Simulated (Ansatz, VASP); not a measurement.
Two plane-wave programs on SnO2

File POSCAR:

```
SnO2
1.0
    4.7880040000      0.0000000000      0.0000000000
    0.0000000000      4.8665820000      0.0000000000
    0.0000000000      0.0000000000      3.2408980000
Sn O
2 4
Direct
    0.5000000000      0.5000000000      0.5000000000
    0.0000000000      0.0000000000      0.0000000000
    0.2918550000      0.3210420000      0.0000000000
    0.7918550000      0.1789580000      0.5000000000
    0.2081450000      0.8210420000      0.5000000000
    0.7081450000      0.6789580000      0.0000000000
```

File INCAR.step1:

```
SYSTEM = SnO2
ALGO = Normal
EDIFF = 1E-5
ENCUT = 660
GGA = PE
GGA_COMPAT = .FALSE.
ISMEAR = 1
LASPH = .TRUE.
LCHARG = .FALSE.
LREAL = .FALSE.
LWAVE = .TRUE.
NBANDS = 35
NELM = 120
PREC = Accurate
SIGMA = 0.1
```

File INCAR.step2:

```
SYSTEM = SnO2
ALGO = Normal
EDIFF = 1E-6
ENCUT = 660
GGA_COMPAT = .FALSE.
ISIF = 2
ISMEAR = 1
ISTART = 1
LASPH = .TRUE.
LCHARG = .FALSE.
LMIXTAU = .TRUE.
LREAL = .FALSE.
LWAVE = .FALSE.
METAGGA = R2SCAN
NBANDS = 35
NELM = 120
PREC = Accurate
SIGMA = 0.1
```

The input KPOINTS:

```
k-points
0
G
  6 4 6
  0 0 0
```

Input for Ansatz:

```yaml
crystal:
  lattice:
    - [4.788004, 0.0, 0.0]
    - [0.0, 4.866582, 0.0]
    - [0.0, 0.0, 3.240898]
  atoms:
    - { symbol: Sn, position: [0.5, 0.5, 0.5] }
    - { symbol: Sn, position: [0.0, 0.0, 0.0] }
    - { symbol: O, position: [0.291855, 0.321042, 0.0] }
    - { symbol: O, position: [0.791855, 0.178958, 0.5] }
    - { symbol: O, position: [0.208145, 0.821042, 0.5] }
    - { symbol: O, position: [0.708145, 0.678958, 0.0] }
basis:
  ecutwfc: 557.833418042754
kpoints:
  mp_grid:
    grid: [6, 4, 6]
hamiltonian:
  xc: r2scan
scf:
  convergence:
    dr2_threshold: 1.0e-09
  occupations:
    method: cold
output:
  optics:
    de: 0.05
    sigma: 0.3
    nscf_kmesh:
      grid: [6, 6, 8]
```

Alike in both runs: task single point; functional r2SCAN; k mesh 6 × 4 × 6; no spin polarisation.

|  | VASP | Ansatz |
| --- | --- | --- |
| version | VASP 6.6.1 | Ansatz 0.2.0 |
| potentials or method | VASP PAW PBE potentials, release 64 (Sn_d, O), cutoff 660 eV | plane waves, PAW |
| occupations | methfessel-paxton of order 1, width 0.1 eV | cold |
| valence electrons in the cell | 52 | 52 |

```csv
,VASP,Ansatz,Ansatz less VASP
gap on the k mesh at the Fermi level (eV),1.42,1.40,-0.021
```

VASP's potentials were made for PBE, not for r2SCAN. Ansatz's warnings: settled levels scf threshold loose.
